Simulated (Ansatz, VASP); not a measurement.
SrTiO3 in VASP and in Ansatz

File INCAR:

```
ALGO = Normal
EDIFF = 1E-6
ENCUT = 520
GGA = PE
ISIF = 2
ISMEAR = -1
LASPH = T
LCHARG = F
LREAL = F
LWAVE = F
NBANDS = 28
NELM = 80
PREC = Accurate
SIGMA = 0.05
```

File KPOINTS:

```
k-points
0
Gamma
  7 7 7
```

POSCAR

```
SrTiO3
1.0
    3.9050000000      0.0000000000      0.0000000000
    0.0000000000      3.9050000000      0.0000000000
    0.0000000000      0.0000000000      3.9831000000
Sr Ti O
1 1 3
Direct
    0.0000000000      0.0000000000      0.0000000000
    0.5000000000      0.5000000000      0.5000000000
    0.0000000000      0.5000000000      0.5000000000
    0.5000000000      0.0000000000      0.5000000000
    0.5000000000      0.5000000000      0.0000000000
```

Input for Ansatz:

```yaml
crystal:
  lattice:
    - [3.905, 0.0, 0.0]
    - [0.0, 3.905, 0.0]
    - [0.0, 0.0, 3.9831]
  atoms:
    - { symbol: Sr, position: [0.0, 0.0, 0.0] }
    - { symbol: Ti, position: [0.5, 0.5, 0.5] }
    - { symbol: O, position: [0.0, 0.5, 0.5] }
    - { symbol: O, position: [0.5, 0.0, 0.5] }
    - { symbol: O, position: [0.5, 0.5, 0.0] }
kpoints:
  mp_grid: { grid: [7, 7, 7] }
  band_path:
    path:
      - [0.0, 0.0, 0.0]
      - [0.0, 0.5, 0.0]
      - [0.5, 0.5, 0.0]
      - [0.0, 0.0, 0.0]
      - [0.0, 0.0, 0.5]
      - [0.0, 0.5, 0.5]
      - [0.5, 0.5, 0.5]
      - [0.0, 0.0, 0.5]
      - [0.0, 0.5, 0.0]
    npoints: 5
scf:
  occupations: { method: fermi_dirac, width: 0.05 }
hamiltonian:
  xc: pbe
  pseudopotentials: { kind: all_electron, lapw: { basis_error: 0.001 } }
output:
  forces: true
  stress: true
  eigenvalues: true
```

Change from the starting cell: zz strain of +2 %.

Alike in both runs: task single point; functional PBE; k mesh 7 × 7 × 7; occupations fermi-dirac, width 0.05 eV; no spin polarisation.

```csv
,VASP,Ansatz
version,VASP 6.6.1,Ansatz 0.2.0
potentials or method,"VASP PAW PBE potentials, release 64 (Sr_sv, Ti_sv, O), cutoff 520 eV","all-electron LAPW, scalar-relativistic"
```

```tsv
	VASP	Ansatz	Ansatz less VASP
gap on the k mesh at the Fermi level (eV)	1.87	1.89	+0.026
pressure (GPa)	1.5	0.8	-0.72
traceless stress, the component that is largest in VASP (GPa)	-2.86	-2.80	+0.055
```

Ansatz ran all-electron here, and VASP with PAW potentials.
